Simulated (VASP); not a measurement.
Input of a VASP 6.6.1 run:

The input INCAR:

```
SYSTEM = PtSe2
ALGO     = Normal         ! electronic algorithm
EDIFF    = 1E-7           ! SCF threshold, eV
ENCUT    = 520            ! plane-wave cutoff, eV
GGA      = PS             ! functional
GGA_COMPAT= .False.      
ISIF     = 2              ! what is computed and relaxed
ISMEAR   = 0              ! smearing method
LASPH    = .True.         ! aspherical terms in the spheres
LCHARG   = .True.         ! write CHGCAR
LMAXMIX  = 4              ! l up to which the mixer works
LNONCOLLINEAR= .True.         ! non-collinear magnetism
LORBIT   = 11             ! projections on sites
LORBMOM  = .True.       
LREAL    = .False.        ! projectors in reciprocal space
LSORBIT  = .True.         ! spin-orbit coupling
LVHAR    = .True.       
LWAVE    = .False.        ! write WAVECAR
MAGMOM   = 0 0 0 0 0 0 0 0 0 ! initial moments
NBANDS   = 35             ! bands
NELM     = 150            ! most SCF steps
PREC     = Accurate       ! precision mode
SIGMA    = 0.1            ! smearing width, eV
```

File KPOINTS:

```
k-points
0
Gamma
  9 9 7
  0 0 0
```

File POSCAR:

```
PtSe2
1.0
    3.7603063705      0.0000000000      0.0000000000
   -1.8801531853      3.2565208429      0.0000000000
    0.0000000000      0.0000000000      4.8632412210
Pt Se
1 2
Direct
    0.0000000000      0.0000000000      0.0000000000
    0.3333333333      0.6666666667      0.2607783429
    0.6666666667      0.3333333333      0.7392216571
```

Potentials or basis: VASP PAW PBE potentials, release 64 (Pt, Se).

Run with:

```bash
$ cat potpaw_PBE.64/Pt/POTCAR potpaw_PBE.64/Se/POTCAR > POTCAR
$ mpirun -np 1 vasp_ncl > vasp.out
```

(1) Predict the pressure.

(2) Estimate the largest force.

## Answers

(1) 0.2 GPa.

(2) 0.030 eV/Å.

Caveat: the PAW data sets were made with another functional, which shifts forces and pressure a little.
